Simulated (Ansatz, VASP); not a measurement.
Two plane-wave programs on RbTl3

```
CELL_PARAMETERS angstrom
0.00000 4.11800 4.11800
4.11800 0.00000 4.11800
4.11800 4.11800 0.00000
ATOMIC_POSITIONS crystal
Rb 0.00000 0.00000 0.00000
Tl 0.25000 0.25000 0.25000
Tl 0.75000 0.75000 0.75000
Tl 0.50000 0.50000 0.50000
```

Alike in both runs: task single point; functional LDA; k mesh 8 × 8 × 8; occupations gaussian, width 0.05 eV; no spin polarisation.

|  | VASP | Ansatz |
| --- | --- | --- |
| version | VASP 6.6.1 | Ansatz 0.2.0 |
| potentials or method | VASP PAW LDA potentials, release 64 (Rb_sv, Tl_d), cutoff 520 eV | scalar-relativistic, plane waves, PAW |
| valence electrons in the cell | 48 | 48 |

|  | VASP | Ansatz | Ansatz less VASP |
| --- | --- | --- | --- |
| gap on the k mesh at the Fermi level (eV) | none | none | - |
| pressure (GPa) | -3.2 | -3.2 | 0.00 |

LDA's correlation is that of Perdew and Zunger in VASP and of Perdew and Wang (1992) in Ansatz. A gap of «none» marks a metal or a gap that the smearing closes.

Spin-orbit coupling is off throughout.
